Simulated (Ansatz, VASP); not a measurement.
**One calculation of MgBe2Te3, two programs**

```
Mg Be Te
1.0
     9.74342   -2.05334    0.00000
     9.74342    2.05334    0.00000
    -1.65262    0.00000    7.86120
Mg Be Te
2 4 6
Direct
  0.92040 0.92040 0.87892
  0.91993 0.91993 0.33498
  0.24235 0.24235 0.51783
  0.24616 0.24616 0.01785
  0.60676 0.60676 0.19812
  0.58830 0.58830 0.69123
  0.31546 0.31546 0.30802
  0.31653 0.31653 0.79926
  0.48435 0.48435 0.13863
  0.01537 0.01537 0.65466
  0.66781 0.66781 0.48584
  0.66990 0.66990 0.97466
```

Change from the starting cell: relaxed end of: species swapped into the Ti3NbAl2 type (P-3m1, No. 164).

Alike in both runs: functional PBE; k mesh 8 × 8 × 4; occupations gaussian, width 0.02 eV; no spin polarisation.

Ansatz relaxed the structure, and its values are those at the end. VASP's run is a single point on that final structure, the one shown.

|  | VASP | Ansatz |
| --- | --- | --- |
| version | VASP 6.6.1 | Ansatz 0.2.0 |
| potentials or method | VASP PAW PBE potentials, release 64 (Mg, Be, Te), cutoff 520 eV | scalar-relativistic, plane waves, PAW |
| valence electrons in the cell | 48 | 124 |

```tsv
	VASP	Ansatz	Ansatz less VASP
gap on the k mesh at the Fermi level (eV)	1.03	1.04	+0.010
least direct gap on the mesh (eV)	2.01	2.03	+0.011
pressure (GPa)	0.1	0.0	-0.06
rms of the force components (eV/Å)	0.008	0.001	-0.0068
```

VASP's potentials hold 48 valence electrons a cell and Ansatz's 124, so a difference there can come from the potentials and not from the codes.

Spin-orbit coupling is off throughout.
